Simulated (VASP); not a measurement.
# Hf (Im-3m) in VASP: single point with LDA

Aim: the single point of Hf with LDA.

All numbers are computed with VASP 6.6.1; they aren't measurements. Logs are shortened: lines on timing, memory, paths and dates and some standing lists are left out, and cuts for length are marked.

**1. The cell of the first run**

The structure is cubic, space group Im-3m (No. 229). Conventional cell: a = 3.444 Å, b = 3.444 Å, c = 3.444 Å, α = 90.00°, β = 90.00°, γ = 90.00°. Within 3.9 Å of Hf (site symmetry m-3m) lie 14 Hf at 2.98 to 3.44 Å.

This isn't the form of Hf at room conditions, which is hcp.

**2. Single point, LDA**

Contents of POSCAR:

```
Hf
1.0
   -1.7220023909      1.7220023909      1.7220023909
    1.7220023909     -1.7220023909      1.7220023909
    1.7220023909      1.7220023909     -1.7220023909
Hf
1
Direct
    0.0000000000      0.0000000000      0.0000000000
```

Contents of INCAR.step1:

```
SYSTEM = Hf
PREC = Accurate ; ENCUT = 520
EDIFF = 1E-6 ; ISMEAR = -1
SIGMA = 0.08 ; LREAL = .FALSE.
LASPH = .TRUE. ; NELM = 80
ALGO = Normal ; ISIF = 2
LWAVE = .FALSE. ; LCHARG = .TRUE.
LMAXMIX = 4 ; GGA = CA
NBANDS = 11
```

Contents of KPOINTS.step1:

```
regular mesh
0
G
  17 17 17
  0 0 0
```

Contents of INCAR.step2:

```
SYSTEM = Hf
PREC = Accurate ; ENCUT = 520
EDIFF = 1E-6 ; ISMEAR = -5
SIGMA = 0.08 ; LREAL = .FALSE.
LASPH = .TRUE. ; NELM = 80
ALGO = Normal ; ISIF = 2
LWAVE = .FALSE. ; LCHARG = .FALSE.
LMAXMIX = 4 ; GGA = CA
LORBIT = 11 ; NBANDS = 11
NEDOS = 2001 ; ICHARG = 11
```

Contents of KPOINTS.step2:

```
regular mesh
0
G
  26 26 26
  0 0 0
```

Potentials or basis: VASP PAW LDA potentials, release 64 (Hf_pv).

Started as:

```bash
$ cat potpaw_LDA.64/Hf_pv/POTCAR > POTCAR
$ cp INCAR.step1 INCAR
$ cp KPOINTS.step1 KPOINTS
$ mpirun -np 1 vasp_std > vasp.out
$ cp INCAR.step2 INCAR
$ cp KPOINTS.step2 KPOINTS
$ mpirun -np 1 vasp_std > vasp.out
```

OUTCAR:

```text
SYSTEM = Hf
   PREC = Accurate
   ENCUT = 520
   EDIFF = 1E-6
   ISMEAR = -5
   LREAL = .FALSE.
   LASPH = .TRUE.
   NELM = 80
   ISIF = 2
   GGA = CA
   LORBIT = 11
   ICHARG = 11

 ion  position               nearest neighbor table
   1  0.000  0.000  0.000-

  LATTYP: Found a body centered cubic cell.
 ALAT       =     3.4440047818

  Lattice vectors:

 A1 = (  -1.7220023909,   1.7220023909,   1.7220023909)
 A2 = (   1.7220023909,  -1.7220023909,   1.7220023909)
 A3 = (   1.7220023909,   1.7220023909,  -1.7220023909)

Analysis of symmetry for initial positions (statically):
=====================================================================
 Subroutine PRICEL returns:
 Original cell was already a primitive cell.

 Routine SETGRP: Setting up the symmetry group for a
 body centered cubic supercell.

 Subroutine GETGRP returns: Found 48 space group operations
 (whereof 48 operations were pure point group operations)
 out of a pool of 48 trial point group operations.

The static configuration has the point symmetry O_h .

Analysis of symmetry for dynamics (positions and initial velocities):
=====================================================================
 Subroutine PRICEL returns:
 Original cell was already a primitive cell.

 Routine SETGRP: Setting up the symmetry group for a
 body centered cubic supercell.

 Subroutine GETGRP returns: Found 48 space group operations
 (whereof 48 operations were pure point group operations)
 out of a pool of 48 trial point group operations.

The dynamic configuration has the point symmetry O_h .

 Subroutine INISYM returns: Found 48 space group operations
 (whereof 48 operations are pure point group operations),
 and found     1 'primitive' translations

----------------------------------------------------------------------------------------

                                     Primitive cell

  volume of cell :      20.4250

  direct lattice vectors                    reciprocal lattice vectors
    -1.722002391  1.722002391  1.722002391     0.000000000  0.290359643  0.290359643
     1.722002391 -1.722002391  1.722002391     0.290359643  0.000000000  0.290359643
     1.722002391  1.722002391 -1.722002391     0.290359643  0.290359643  0.000000000

  length of vectors
     2.982595632  2.982595632  2.982595632     0.410630546  0.410630546  0.410630546

  position of ions in fractional coordinates (direct lattice)
     0.000000000  0.000000000  0.000000000

  ion indices of the primitive-cell ions
   primitive index   ion index
                 1           1

----------------------------------------------------------------------------------------

 KPOINTS: regular mesh

Automatic generation of k-mesh.
 Grid dimensions read from file:
 generate k-points for:   26   26   26

 Generating k-lattice:

  Cartesian coordinates                     Fractional coordinates (reciprocal lattice)
     0.000000000  0.011167679  0.011167679     0.038461538  0.000000000  0.000000000
     0.011167679  0.000000000  0.011167679     0.000000000  0.038461538  0.000000000
     0.011167679  0.011167679  0.000000000     0.000000000  0.000000000  0.038461538

  Length of vectors
     0.015793483  0.015793483  0.015793483

  Shift w.r.t. Gamma in fractional coordinates (k-lattice)
     0.000000000  0.000000000  0.000000000

 TETIRR: Found  21036 inequivalent tetrahedra from   105456

 Subroutine IBZKPT returns following result:
 ===========================================

 Found    511 irreducible k-points:

 Following reciprocal coordinates:
            Coordinates               Weight
  0.000000  0.000000  0.000000      1.000000
  0.038462  0.000000  0.000000     12.000000
  0.076923  0.000000  0.000000     12.000000
  0.115385  0.000000  0.000000     12.000000
  0.153846  0.000000  0.000000     12.000000
  0.192308  0.000000  0.000000     12.000000
[... 16 lines left out ...]
  0.346154  0.038462  0.000000     48.000000
  0.384615  0.038462  0.000000     48.000000
 [... further k-points ...]
   k-points           NKPTS =    511   k-points in BZ     NKDIM =    511   number of bands    NBANDS=     11
   number of dos      NEDOS =   2001   number of ions     NIONS =      1
   total plane-waves  NPLWV =  13824
   dimension x,y,z NGX =    24 NGY =   24 NGZ =   24
   dimension x,y,z NGXF=    48 NGYF=   48 NGZF=   48
   ions per type =               1
   NGX,Y,Z   is equivalent  to a cutoff of  13.38, 13.38, 13.38 a.u.
   NGXF,Y,Z  is equivalent  to a cutoff of  26.75, 26.75, 26.75 a.u.
 SYSTEM =  Hf
   PREC   = accura    normal or accurate (medium, high low for compatibility)
   ISTART =      0    job   : 0-new  1-cont  2-samecut
   ICHARG =     11    charge: 1-file 2-atom 10-const
   ISPIN  =      1    spin polarized calculation?
   LNONCOLLINEAR =      F non collinear calculations
   LSORBIT =      F    spin-orbit coupling
   LASPH  =      T    aspherical Exc in radial PAW
   ENCUT  =  520.0 eV  38.22 Ry    6.18 a.u.   5.55  5.55  5.55*2*pi/ulx,y,z
   NELM   =     80;   NELMIN=  2; NELMDL=  0     # of ELM steps
   EDIFF  = 0.1E-05   stopping-criterion for ELM
   LREAL  =      F    real-space projection
   EDIFFG = 0.1E-04   stopping-criterion for IOM
   NSW    =      0    number of steps for IOM
   IBRION =     -1    ionic relax: 0-MD 1-quasi-New 2-CG
   NFREE  =      0    steps in history (QN), initial steepest desc. (CG)
   ISIF   =      2    stress and relaxation
   ISYM   =      2    0-nonsym 1-usesym 2-fastsym
   POTIM  = 0.5000    time-step for ionic-motion
   TEBEG  =    0.0;   TEEND  =   0.0 temperature during run
   PSTRESS=    0.0 pullay stress
   NELECT =      10.0000    total number of electrons
   NUPDOWN=      -1.0000    fix difference up-down
   EMIN   =  10.00;   EMAX   =-10.00  energy-range for DOS
   EFERMI =   0.00;   METHOD = LEGACY
   ISMEAR =    -5;   SIGMA  =   0.08  broadening in eV -4-tet -1-fermi 0-gaus
   EFERMI_NEDOS =   21; number of points for ismear=-14 and -15
   IALGO  =     38    algorithm
   IMIX   =      4    mixing-type and parameters
     AMIX     =   0.40;   BMIX     =  1.00
     AMIX_MAG =   1.60;   BMIX_MAG =  1.00
  volume/ion in A,a.u.               =      20.42       137.83
  Fermi-wavevector in a.u.,A,eV,Ry     =   1.290291  2.438297 22.651680  1.664851
  Thomas-Fermi vector in A             =   2.422132
   LORBIT       =     11    0 simple, 1 ext, 2 COOP (PROOUT), +10 PAW based schemes
   GGA     = CA    functional components
   LHFCALC =     F    Hartree Fock is set to
   AEXX    =    0.0000 exact exchange contribution
   IVDW    =     0    specifies the selected vdW correction
   LEPSILON=     F    determine dielectric tensor
   LRPA    =     F    only Hartree local field effects (RPA)
 non-spin polarized calculation
 Fermi weights with tetrahedron method with Bloechl corrections
  energy-cutoff  :      520.00
  volume of cell :       20.42
 maximum number of plane-waves:       586
 NGX is ok and might be reduce to    24

 number of electron      10.0000001 magnetization

 Free energy of the ion-electron system (eV)
  ---------------------------------------------------
  ext. energy  EPLUGINS =         0.00000000
  ---------------------------------------------------
  free energy    TOTEN  =       -10.54912176 eV

  energy without entropy =      -10.54912176  energy(sigma->0) =      -10.54912176

 E-fermi :   5.0790     XC(G=0): -11.8881

 val. band max:        5.1225199610   @ k =  -0.3846   0.3846   0.1154
 cond. band min:       5.0409808755   @ k =  -0.4231  -0.4231   0.0769
 fundamental gap:     -0.0815390855
 Fermi energy:         5.0789676573

 k-point     1 :       0.0000    0.0000    0.0000
  band No.  band energies     occupation
      1     -24.2272      2.00000
      2     -24.2272      2.00000
      3     -24.2272      2.00000
      4      -2.1612      2.00000
      5       6.5995      0.00000
      6       6.5995      0.00000
      7       6.5995      0.00000
      8       9.6673      0.00000
      9       9.6673      0.00000
     10      17.7403      0.00000
     11      18.8968      0.00000

 k-point     2 :       0.0385    0.0000    0.0000
  band No.  band energies     occupation
      1     -24.2452      2.00000
      2     -24.2326      2.00000
      3     -24.2273      2.00000
      4      -2.0992      2.00000
      5       6.5552      0.00000
      6       6.5853      0.00000
      7       6.6604      0.00000
      8       9.5882      0.00000
      9       9.6657      0.00000
     10      17.7403      0.00000
     11      18.9711      0.00000

 k-point     3 :       0.0769    0.0000    0.0000
  band No.  band energies     occupation
      1     -24.2978      2.00000
      2     -24.2485      2.00000
      3     -24.2276      2.00000
      4      -1.9158      2.00000
      5       6.4280      0.00000
      6       6.5336      0.00000
      7       6.8422      0.00000
      8       9.3915      0.00000
      9       9.6632      0.00000
     10      17.7402      0.00000
     11      19.1379      0.00000

 k-point     4 :       0.1154    0.0000    0.0000
  band No.  band energies     occupation
      1     -24.3810      2.00000
      2     -24.2740      2.00000
      3     -24.2282      2.00000
      4      -1.6201      2.00000
      5       6.2337      0.00000
      6       6.4222      0.00000
      7       7.1426      0.00000
      8       9.1716      0.00000
      9       9.6658      0.00000
     10      17.7398      0.00000
     11      19.3833      0.00000
[... 239 lines left out ...]
 k-point    22 :       0.3077    0.0385    0.0000
  band No.  band energies     occupation
      1     -25.0720      2.00000
      2     -24.4961      2.00000
      3     -24.2400      2.00000
      4       0.9429      2.00000
      5       4.8544      2.04748
      6       5.4504      0.00000
      7       9.3642      0.00000
      8      10.1538      0.00000
      9      10.6801      0.00000
     10      17.7206      0.00000
     11      17.9803      0.00000

 k-point    23 :       0.3462    0.0385    0.0000
  band No.  band energies     occupation
      1     -25.1761      2.00000
      2     -24.5321      2.00000
      3     -24.2409      2.00000
      4       1.2240      2.00000
      5       4.6711      2.00000
      6       5.6460      0.00000
      7       9.5089      0.00000
      8      10.2954      0.00000
      9      11.5196      0.00000
     10      17.3300      0.00000
     11      17.6983      0.00000

 k-point    24 :       0.3846    0.0385    0.0000
  band No.  band energies     occupation
      1     -25.2587      2.00000
      2     -24.5609      2.00000
      3     -24.2417      2.00000
      4       1.3815      2.00000
      5       4.5293      2.00000
      6       5.9817      0.00000
      7       9.5795      0.00000
      8      10.4413      0.00000
      9      12.3347      0.00000
     10      16.8038      0.00000
     11      17.3155      0.00000

 [... further k-points ...]

------------------------ aborting loop because EDIFF is reached ----------------------------------------

  FORCE on cell =-STRESS in cart. coord.  units (eV):
  Direction    XX          YY          ZZ          XY          YZ          ZX
  --------------------------------------------------------------------------------------
  -------------------------------------------------------------------------------------
  Total       -0.0132388     -0.0132388     -0.0132388     -0.0000000      0.0000000      0.0000000
  in kB       -1.0384769     -1.0384769     -1.0384769     -0.0000000      0.0000000      0.0000000
  external PRESSURE =      -1.0384769 kB  Pullay stress =       0.0000000 kB

 VOLUME and BASIS-vectors are now :
 -----------------------------------------------------------------------------
  energy-cutoff  :      520.00
  volume of cell :       20.42
      direct lattice vectors                 reciprocal lattice vectors
    -1.722002391  1.722002391  1.722002391     0.000000000  0.290359643  0.290359643
     1.722002391 -1.722002391  1.722002391     0.290359643  0.000000000  0.290359643
     1.722002391  1.722002391 -1.722002391     0.290359643  0.290359643  0.000000000

 POSITION                                       TOTAL-FORCE (eV/Angst)
 -----------------------------------------------------------------------------------
      0.00000      0.00000      0.00000         0.000000      0.000000      0.000000
 -----------------------------------------------------------------------------------
    total drift:                                0.000000      0.000000      0.000000

  FREE ENERGIE OF THE ION-ELECTRON SYSTEM (eV)
  ---------------------------------------------------
  free  energy   TOTEN  =       -10.5491217584 eV

  energy  without entropy=      -10.5491217584  energy(sigma->0) =      -10.54912176

 total charge

# of ion       s       p       d       tot
------------------------------------------
    1        0.405   6.374   1.758   8.538
```

Wall time 1.7 min (1 thread of Intel Xeon 8259CL, shared host); peak memory 0.26 GiB.

What came out:

```
Valence electrons inside the program's atomic spheres : Hf 8.54
```

Caveat: spin-orbit coupling is left out, which moves the levels of the heavy elements; tetrahedron occupations give inexact forces and stress in metals.
